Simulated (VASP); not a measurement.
Here is a VASP 6.6.1 calculation.

Contents of POSCAR:

```
Zn
1.0
    0.0000000000      1.9192176128      1.9192176128
    1.9192176128      0.0000000000      1.9192176128
    1.9192176128      1.9192176128      0.0000000000
Zn
1
Direct
    0.0000000000      0.0000000000      0.0000000000
```

The input INCAR.step1:

```
SYSTEM = Zn
PREC = Accurate
ENCUT = 520
ISMEAR = 0
SIGMA = 0.1
LREAL = .FALSE.
LASPH = .TRUE.
NELM = 60
NBANDS = 12
GGA = PE
ALGO = Normal
EDIFF = 1E-4
LWAVE = .TRUE.
LCHARG = .FALSE.
```

File INCAR.step2:

```
SYSTEM = Zn
PREC = Accurate
ENCUT = 520
EDIFF = 1E-6
ISMEAR = 0
SIGMA = 0.1
LREAL = .FALSE.
LASPH = .TRUE.
NELM = 60
ALGO = Normal
ISIF = 2
LWAVE = .FALSE.
LCHARG = .FALSE.
METAGGA = R2SCAN
LMIXTAU = .TRUE.
NBANDS = 12
ISTART = 1
```

Contents of KPOINTS:

```
regular mesh
0
G
  18 18 18
  0 0 0
```

Potentials or basis: VASP PAW PBE potentials, release 64 (Zn).

Run with:

```bash
$ cat potpaw_PBE.64/Zn/POTCAR > POTCAR
$ cp INCAR.step1 INCAR
$ mpirun -np 1 vasp_std > vasp.out
$ cp INCAR.step2 INCAR
$ mpirun -np 1 vasp_std > vasp.out
```

Q: Predict the band gap on the k mesh.

A: Zero (band 6 reaches 5.25 eV, above the bottom of band 7 at 2.24 eV).

Q: Predict the pressure.

A: 1.4 GPa.

Caveat: the PAW data sets were made with another functional, which shifts forces and pressure a little.
